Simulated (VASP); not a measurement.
# MnO (Fm-3m) in VASP: a series of runs, part 2 of 2

VASP 6.6.1.

## (3) Relaxation of cell and atoms, PBEsol, collinear spin, ferromagnetic start

This run uses another cell than the first one, of 10.97 Å³/atom.

INCAR

```
  PREC = Accurate
  ENCUT = 600
  EDIFF = 1E-6
  ISMEAR = 0
  SIGMA = 0.1
  LREAL = F
  LASPH = T
  NELM = 150
  ALGO = Normal
  ISIF = 3
  LWAVE = F
  LCHARG = F
  ISPIN = 2
  MAGMOM = 4.41 0.25
  LORBIT = 11
  LMAXMIX = 4
  GGA = PS
  IBRION = 2
  NSW = 100
  EDIFFG = -0.005
```

KPOINTS

```
regular mesh
0
Gamma
  16 16 16
```

POSCAR

```
MnO
1.0
    0.0000000000     -2.2220000000     -2.2220000000
    2.2220000000      0.0000000000     -2.2220000000
    2.2220000000     -2.2220000000      0.0000000000
Mn O
1 1
Direct
    0.0000000000      0.0000000000      0.0000000000
    0.5000000000      0.5000000000      0.5000000000
```

Potentials or basis: VASP PAW PBE potentials, release 64 (Mn_pv, O).

Command:

```console
$ cat potpaw_PBE.64/Mn_pv/POTCAR potpaw_PBE.64/O/POTCAR > POTCAR
$ mpirun -np 1 vasp_std > vasp.out
```

OUTCAR:

```text
PREC = Accurate
   ENCUT = 600
   EDIFF = 1E-6
   ISMEAR = 0
   LREAL = F
   LASPH = T
   NELM = 150
   ISIF = 3
   ISPIN = 2
   LORBIT = 11
   GGA = PS
   IBRION = 2
   NSW = 100
   EDIFFG = -0.005

 ion  position               nearest neighbor table
   1  0.000  0.000  0.000-   2 2.22   2 2.22   2 2.22   2 2.22   2 2.22   2 2.22
   2  0.500  0.500  0.500-   1 2.22   1 2.22   1 2.22   1 2.22   1 2.22   1 2.22

  LATTYP: Found a face centered cubic cell.
 ALAT       =     4.4440000000

  Lattice vectors:

 A1 = (   0.0000000000,  -2.2220000000,  -2.2220000000)
 A2 = (   2.2220000000,   0.0000000000,  -2.2220000000)
 A3 = (   2.2220000000,  -2.2220000000,   0.0000000000)

Analysis of symmetry for initial positions (statically):
=====================================================================
 Subroutine PRICEL returns:
 Original cell was already a primitive cell.

 Routine SETGRP: Setting up the symmetry group for a
 face centered cubic supercell.

 Subroutine GETGRP returns: Found 48 space group operations
 (whereof 48 operations were pure point group operations)
 out of a pool of 48 trial point group operations.

The static configuration has the point symmetry O_h .

Analysis of symmetry for dynamics (positions and initial velocities):
=====================================================================
 Subroutine PRICEL returns:
 Original cell was already a primitive cell.

 Routine SETGRP: Setting up the symmetry group for a
 face centered cubic supercell.

[... 289 lines left out ...]
 cond. band min:       8.3393479992   @ k =   0.3750   0.0625   0.0000
 fundamental gap:      0.0122021247
 Fermi energy:         8.3312937506

 spin component 1

 k-point     1 :       0.0000    0.0000    0.0000
  band No.  band energies     occupation
      1     -41.8492      1.00000
      2     -41.8492      1.00000
      3     -41.8492      1.00000
      4     -12.5817      1.00000
      5       4.1553      1.00000
      6       4.1553      1.00000
      7       4.1553      1.00000
      8       5.0233      1.00000
      9       5.0233      1.00000
     10       5.0233      1.00000
     11       5.6037      1.00000
     12       5.6037      1.00000
     13       8.0359      0.99999
     14      22.3016      0.00000
[... 403 lines left out ...]
      4     -12.4785      1.00000
      5       3.2096      1.00000
      6       3.5311      1.00000
      7       3.7769      1.00000
      8       5.0820      1.00000
      9       5.2843      1.00000
     10       5.3105      1.00000
     11       5.8496      1.00000
     12       6.3454      1.00000
     13       8.7641      0.00000
     14      21.3580      0.00000
     15      24.1374      0.00000

 [... further k-points ...]

 spin component 2

 k-point     1 :       0.0000    0.0000    0.0000
  band No.  band energies     occupation
      1     -37.4392      1.00000
      2     -37.4392      1.00000
      3     -37.4392      1.00000
      4     -12.1274      1.00000
      5       4.5605      1.00000
      6       4.5605      1.00000
      7       4.5605      1.00000
      8       8.7324      0.00000
      9       8.7324      0.00000
     10       8.7324      0.00000
     11       9.2409      0.00000
     12       9.4520      0.00000
     13       9.4520      0.00000
     14      22.9252      0.00000
[... 444 lines left out ...]
  FREE ENERGIE OF THE ION-ELECTRON SYSTEM (eV)
  ---------------------------------------------------
  free  energy   TOTEN  =       -17.2581850327 eV

  energy  without entropy=      -17.2528713401  energy(sigma->0) =      -17.25552819

 reached required accuracy - stopping structural energy minimisation

 total charge

# of ion       s       p       d       tot
------------------------------------------
    1        0.218   6.204   5.021  11.442
    2        1.554   3.418   0.000   4.971
--------------------------------------------------
tot          1.771   9.621   5.021  16.413

 magnetization (x)

# of ion       s       p       d       tot
------------------------------------------
    1        0.032   0.026   4.077   4.136
    2        0.032   0.151   0.000   0.182
--------------------------------------------------
tot          0.064   0.177   4.077   4.318
```

OSZICAR:

```text
N       E                     dE             d eps       ncg     rms          rms(c)
DAV:   1     0.168754340562E+03    0.16875E+03   -0.12152E+04  8731   0.164E+03
DAV:   2    -0.112319791941E+02   -0.17999E+03   -0.17042E+03  9547   0.406E+02
[... 33 lines left out ...]
DAV:   1    -0.172587113122E+02   -0.53586E-03   -0.89965E-03  8700   0.142E+00    0.233E-01
DAV:   2    -0.172581774770E+02    0.53384E-03   -0.12942E-03  8728   0.544E-01    0.189E-01
DAV:   3    -0.172581906765E+02   -0.13199E-04   -0.11624E-04  8805   0.115E-01    0.634E-02
DAV:   4    -0.172581877055E+02    0.29710E-05   -0.36501E-06  8875   0.224E-02    0.294E-02
DAV:   5    -0.172581854326E+02    0.22729E-05   -0.30273E-06  9022   0.187E-02    0.130E-02
DAV:   6    -0.172581850327E+02    0.39995E-06   -0.55350E-07  5939   0.959E-03
   4 F= -.17258185E+02 E0= -.17255528E+02  d E =-.376643E-01  mag=     4.5289
```

It took 11 min on 1 thread of AMD EPYC 7R13, shared host; peak memory 0.22 GiB.

Results:

```yaml
Free_energy: -17.2582 eV
Relaxed_volume: 10.23 Å³/atom
Relaxed_cell: a = 3.070 Å, b = 3.070 Å, c = 3.070 Å, α = 60.00°, β = 60.00°, γ = 60.00°
Space_group_after_relaxing_to_0.1_Å: Fm-3m (No. 225)
Energy_gained_by_relaxing: 18.8 meV/atom
Ionic_steps: 4
Pressure_after_relaxing: 0.0 GPa
Net_moment: 4.53 μB per cell
Site_moments: Mn +4.14; O +0.18 μB
Valence_electrons_inside_the_program's_atomic_spheres: Mn 11.44; O 4.97
```

The path:
```tsv
step	energy change (eV)	largest force (eV/Å)	pressure (GPa)	volume (Å³)
1	0.0000	0.0000	-7.44	21.94
2	-0.0375	0.0000	0.41	20.36
3	-0.0377	0.0000	0.15	20.43
4	-0.0377	0.0000	0.03	20.46
```

Final structure:
```
CELL_PARAMETERS angstrom
0.00000 -2.17077 -2.17077
2.17077 0.00000 -2.17077
2.17077 -2.17077 0.00000
ATOMIC_POSITIONS crystal
Mn 0.00000 0.00000 0.00000
O 0.50000 0.50000 0.50000
```

Levels at points of the mesh, in eV from the Fermi level:
Spin up:
| k point | band 8 | band 9 | band 10 | band 11 | band 12 | band 13 | band 14 | band 15 |
| --- | --- | --- | --- | --- | --- | --- | --- | --- |
| (0.00, 0.00, 0.00) | -3.31 | -3.31 | -3.31 | -2.73 | -2.73 | -0.30 | 13.97 | 16.77 |
| (0.50, 0.00, 0.00) | -2.26 | -2.26 | -1.81 | 0.40 | 0.40 | 3.47 | 8.25 | 12.20 |
| (0.50, 0.50, 0.00) | -4.49 | -2.23 | -1.94 | -1.94 | -1.75 | 5.42 | 8.07 | 10.67 |
Spin down:
| k point | band 5 | band 6 | band 7 | band 8 | band 9 | band 10 |
| --- | --- | --- | --- | --- | --- | --- |
| (0.00, 0.00, 0.00) | -3.77 | -3.77 | -3.77 | 0.40 | 0.40 | 0.40 |
| (0.50, 0.00, 0.00) | -8.11 | -5.44 | -5.44 | 1.77 | 1.79 | 1.79 |
| (0.50, 0.50, 0.00) | -7.06 | -4.82 | -4.82 | -1.37 | 1.78 | 2.12 |

Caveat: the PAW data sets were made with another functional, which shifts forces and pressure a little; a cell with one magnetic atom can't hold antiferromagnetic order, which such compounds often take; semilocal functionals often make such compounds metallic where correlation or magnetic order opens a gap, which also shifts bond lengths. With open d or f shells a metallic result of PBEsol can be an artefact of self-interaction; +U or a hybrid may open a gap.
